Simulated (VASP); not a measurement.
Write the native input for VASP 6.6.1 that does the following.

```
Task                   : relaxation of cell and atoms
Functional             : r2SCAN
Potentials or basis    : VASP PAW PBE potentials, release 64 (Ni, O)
Cutoff                 : 600 eV
k mesh                 : 12 × 12 × 12
Occupations            : gaussian, width 0.02 eV
Spin                   : collinear spin, ferromagnetic start
Starting moments       : [1.84, 0.31] μB
Dipole correction      : no
Further INCAR settings : ALGO = Normal; EDIFF = 1e-07; IBRION = 2; EDIFFG = -0.005; NSW = 100; ISIF = 3
```

NiO:

```xyz
2
Lattice="0.0000 2.0932 2.0932 2.0932 0.0000 2.0932 2.0932 2.0932 0.0000" Properties=species:S:1:pos:R:3 pbc="T T T"
Ni    0.0000    0.0000    0.0000
O     2.0932    2.0932    2.0932
```

One way to write it, as run:

POSCAR

```
NiO
1.0
    0.0000000000      2.0931687937      2.0931687937
    2.0931687937      0.0000000000      2.0931687937
    2.0931687937      2.0931687937      0.0000000000
Ni O
1 1
Direct
    0.0000000000      0.0000000000      0.0000000000
    0.5000000000      0.5000000000      0.5000000000
```

INCAR.step1

```
SYSTEM = NiO
PREC = Accurate ; ENCUT = 600
ISMEAR = 0 ; SIGMA = 0.02
LREAL = .FALSE. ; LASPH = .TRUE.
NELM = 150 ; ISPIN = 2
MAGMOM = 1.84 0.31 ; LMAXMIX = 4
GGA = PE ; ALGO = Normal
EDIFF = 1E-4 ; LWAVE = .TRUE.
LCHARG = .FALSE.
```

INCAR.step2

```
SYSTEM = NiO
PREC = Accurate ; ENCUT = 600
EDIFF = 1E-7 ; ISMEAR = 0
SIGMA = 0.02 ; LREAL = .FALSE.
LASPH = .TRUE. ; NELM = 150
ALGO = Normal ; ISIF = 3
LWAVE = .FALSE. ; LCHARG = .FALSE.
ISPIN = 2 ; MAGMOM = 1.84 0.31
LORBIT = 11 ; LMAXMIX = 4
METAGGA = R2SCAN ; LMIXTAU = .TRUE.
IBRION = 2 ; NSW = 100
EDIFFG = -0.005 ; ISTART = 1
```

KPOINTS

```
regular mesh
0
G
  12 12 12
  0 0 0
```

Potentials or basis: VASP PAW PBE potentials, release 64 (Ni, O).

The run is started by

```bash
$ cat potpaw_PBE.64/Ni/POTCAR potpaw_PBE.64/O/POTCAR > POTCAR
$ cp INCAR.step1 INCAR
$ mpirun -np 1 vasp_std > vasp.out
$ cp INCAR.step2 INCAR
$ mpirun -np 1 vasp_std > vasp.out
```

It gave:

The relaxed volume is 9.18 Å³/atom and the relaxed cell is a = 2.961 Å, b = 2.961 Å, c = 2.961 Å, α = 60.00°, β = 60.00°, γ = 60.00°. The space group after relaxing (to 0.1 Å) is Fm-3m (No. 225) and the ionic steps are 2. The pressure after relaxing is -0.1 GPa. The band gap on the k mesh is 0.74 eV (least direct gap 1.75 eV) and the net moment is 2.00 μB per cell. The site moments are Ni +1.69; O +0.28 μB and the valence electrons inside the program's atomic spheres are Ni 8.91; O 5.04.

Caveat: semilocal functionals underestimate gaps, and a narrow one can read as zero; the PAW data sets were made with another functional, which shifts forces and pressure a little; a cell with one magnetic atom can't hold antiferromagnetic order, which such compounds often take.

It took 2.7 min on 1 thread of AMD EPYC 9R45 (Zen 5), with other jobs on the host, peak memory 0.15 GiB.
